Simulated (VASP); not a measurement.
Write the native input for VASP 6.6.1 that does the following.

| Item | Value |
| --- | --- |
| Task | single point |
| Functional | PBE |
| Potentials or basis | VASP PAW PBE potentials, release 64 (Si, O) |
| Cutoff | 520 eV |
| k mesh | 6 × 6 × 10 |
| Occupations | gaussian, width 0.05 eV |
| Spin | no spin polarisation |
| Dipole correction | no |
| Further INCAR settings | ALGO = Normal; EDIFF = 1e-06; NBANDS = 25 |

The structure of SiO2 lies in POSCAR:

```
SiO2
1.0
    4.0954317975      0.0000000000      0.0000000000
    0.0000000000      4.0954317975      0.0000000000
    0.0000000000      0.0000000000      2.7623687474
Si O
2 4
Direct
    0.5000000000      0.5000000000      0.5000000000
    0.0000000000      0.0000000000      0.0000000000
    0.6930127928      0.6930127928      0.0000000000
    0.1930127928      0.8069872072      0.5000000000
    0.3069872072      0.3069872072      0.0000000000
    0.8069872072      0.1930127928      0.5000000000
```

One way to write it, as run:

INCAR

```
SYSTEM = SiO2
  ALGO = Normal
  EDIFF = 1E-6
  ENCUT = 520
  GGA = PE
  ISIF = 2
  ISMEAR = 0
  LASPH = .True.
  LCHARG = .False.
  LREAL = .False.
  LWAVE = .False.
  NBANDS = 25
  NELM = 80
  PREC = Accurate
  SIGMA = 0.05
```

KPOINTS

```
k-points
0
Gamma
  6 6 10
  0 0 0
```

Potentials or basis: VASP PAW PBE potentials, release 64 (Si, O).

Command:

```console
$ cat potpaw_PBE.64/Si/POTCAR potpaw_PBE.64/O/POTCAR > POTCAR
$ mpirun -np 1 vasp_std > vasp.out
```

Results of the run:

| Item | Value |
| --- | --- |
| Pressure | 11.1 GPa |
| Largest force | 0.624 eV/Å |
| Band gap on the k mesh | 5.48 eV |

Caveat: the cell stands under pressure.

It took 62 s on 1 thread of Intel Xeon 8259CL, with other jobs on the host, peak memory 0.18 GiB.
